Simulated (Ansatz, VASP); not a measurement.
**P: VASP beside Ansatz**

```
CELL_PARAMETERS angstrom
-1.69151 2.51517 1.85894
1.69151 -2.51517 1.85894
1.69151 2.51517 -1.85894
ATOMIC_POSITIONS crystal
P 0.80331 0.05331 0.75000
P 0.19669 0.94669 0.25000
```

Alike in both runs: task single point; functional r2SCAN; k mesh 18 × 18 × 18; occupations gaussian, width 0.15 eV; no spin polarisation.

|  | VASP | Ansatz |
| --- | --- | --- |
| version | VASP 6.6.1 | Ansatz 0.2.0 |
| potentials or method | VASP PAW PBE potentials, release 64 (P), cutoff 520 eV | scalar-relativistic, plane waves, PAW |
| valence electrons in the cell | 10 | 10 |

```csv
,VASP,Ansatz,Ansatz less VASP
gap on the k mesh at the Fermi level (eV),none,none,-
pressure (GPa),1.0,1.6,+0.58
"traceless stress, the component that is largest in VASP (GPa)",0.17,0.41,+0.239
rms of the force components (eV/Å),0.038,0.096,+0.0580
```

VASP's potentials were made for PBE, not for r2SCAN. Atom by atom the forces differ by 0.058 eV/Å (rms over components). A gap of «none» marks a metal or a gap that the smearing closes.
